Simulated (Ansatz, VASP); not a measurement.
# One calculation of BN, two programs

INCAR

```
SYSTEM = BN
PREC = Accurate ; ENCUT = 600
EDIFF = 1E-6 ; ISMEAR = 0
SIGMA = 0.1 ; LREAL = .FALSE.
LASPH = .TRUE. ; NELM = 120
ALGO = Normal ; ISIF = 2
LWAVE = .FALSE. ; LCHARG = .FALSE.
GGA = CA ; NBANDS = 11
GGA_COMPAT = .FALSE.
```

Contents of KPOINTS:

```
regular mesh
0
G
  12 12 12
  0 0 0
```

File POSCAR:

```
BN
1.0
    0.0000000000      1.8130010000      1.8130010000
    1.8130010000      0.0000000000      1.8130010000
    1.8130010000      1.8130010000      0.0000000000
B N
1 1
Direct
    0.0000000000      0.0000000000      0.0000000000
    0.7500000000      0.7500000000      0.7500000000
```

Input for Ansatz:

```yaml
crystal:
  lattice:
    - [0.0, 1.813001, 1.813001]
    - [1.813001, 0.0, 1.813001]
    - [1.813001, 1.813001, 0.0]
  atoms:
    - { symbol: B, position: [0.0, 0.0, 0.0] }
    - { symbol: "N", position: [0.75, 0.75, 0.75] }
basis:
  ecutwfc: 420
kpoints:
  mp_grid: { grid: [12, 12, 12] }
hamiltonian:
  xc: lda
scf:
  occupations: { method: gaussian, width: 0.1 }
  max_iter: 68
output:
  forces: true
  stress: true
  eigenvalues: true
```

Alike in both runs: task single point; functional LDA; k mesh 12 × 12 × 12; occupations gaussian, width 0.1 eV; no spin polarisation.

```csv
,VASP,Ansatz
version,VASP 6.6.1,Ansatz 0.2.0
potentials or method,"VASP PAW LDA potentials, release 64 (B, N), cutoff 600 eV","scalar-relativistic, plane waves, PAW"
valence electrons in the cell,8,8
```

|  | VASP | Ansatz | Ansatz less VASP |
| --- | --- | --- | --- |
| gap on the k mesh at the Fermi level (eV) | 4.33 | 4.35 | +0.016 |
| least direct gap on the mesh (eV) | 8.64 | 8.65 | +0.013 |
| pressure (GPa) | -13.6 | -14.2 | -0.65 |

LDA's correlation is that of Perdew and Zunger in VASP and of Perdew and Wang (1992) in Ansatz.
